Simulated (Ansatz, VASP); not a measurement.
# Si4P in VASP and in Ansatz

```
Si P
1.0
     3.63445   -0.64429    0.08720
    -2.36146    2.80336    0.07336
     0.45115    0.74085   17.61571
Si P
8 2
Direct
  0.12527 0.67096 0.39970
  0.86309 0.91590 0.89962
  0.21951 0.28347 0.09562
  0.48497 0.02883 0.59595
  0.70549 0.75878 0.30366
  0.99076 0.52593 0.80468
  0.34091 0.88935 0.00068
  0.07098 0.12482 0.50002
  0.74715 0.27469 0.20103
  0.45188 0.52728 0.69905
```

Change from the starting cell: cell x2, atoms moved at random (sigma 0.05 Å) and cell strained at random (1.5 %), then relaxed without symmetry.

Alike in both runs: functional PBE; k mesh 6 × 6 × 1; occupations gaussian, width 0.2 eV; no spin polarisation.

Ansatz relaxed the structure, and its values are those at the end. VASP's run is a single point on that final structure, the one shown.

```csv
,VASP,Ansatz
version,VASP 6.6.1,Ansatz 0.2.0
potentials or method,"VASP PAW PBE potentials, release 64 (Si, P), cutoff 520 eV","scalar-relativistic, plane waves, PAW"
valence electrons in the cell,42,42
```

|  | VASP | Ansatz | Ansatz less VASP |
| --- | --- | --- | --- |
| gap on the k mesh at the Fermi level (eV) | none | none | - |
| pressure (GPa) | -0.1 | 0.0 | +0.08 |
| rms of the force components (eV/Å) | 0.007 | 0.006 | -0.0010 |

A gap of «none» marks a metal or a gap that the smearing closes.

The k mesh is coarse, so the values compare programs but aren't converged.
